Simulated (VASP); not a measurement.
Runs of VASP 6.6.1 on AlRh2. The structure is that of space group P6/mmm (No. 191), or close to it. The cells are those of the table. 

```csv
task,cell,k mesh,cutoff (eV),gap on the mesh (eV),pressure (GPa),relaxed volume (Å³/atom)
relaxation of cell and atoms,"relaxed from a = 3.439, b = 3.439, c = 3.616 Å, angles 90.0, 90.0, 120.0°, 3 atoms",6 × 6 × 6,600,none,0.0,14.64
single point,"a = 4.297, b = 4.297, c = 2.741 Å, angles 90.0, 90.0, 120.0°, 3 atoms",12 × 12 × 16,520,none,0.0,-
single point,"a = 4.297, b = 4.297, c = 2.754 Å, angles 90.0, 90.0, 120.0°, 3 atoms",6 × 6 × 6,520,none,(a),-
relaxation of cell and atoms,"relaxed from a = 4.297, b = 4.297, c = 2.754 Å, angles 90.0, 90.0, 120.0°, 3 atoms",12 × 12 × 16,600,none,0.0,14.60
```

Alike in all rows: level PBE; potentials or basis VASP PAW PBE potentials, release 64 (Al, Rh_pv); no spin polarisation; smearing gaussian 0.1 eV.

Q: Estimate the missing entries.

A: (a) -0.2.

Caveats: some runs use coarse meshes; the volume moved by over 15 % at a fixed basis, so the end points are rough (some runs).

A k mesh can miss the band edges, and the runs leave out spin-orbit coupling on Rh.

A gap of «none» marks levels without a gap at the run's occupations.
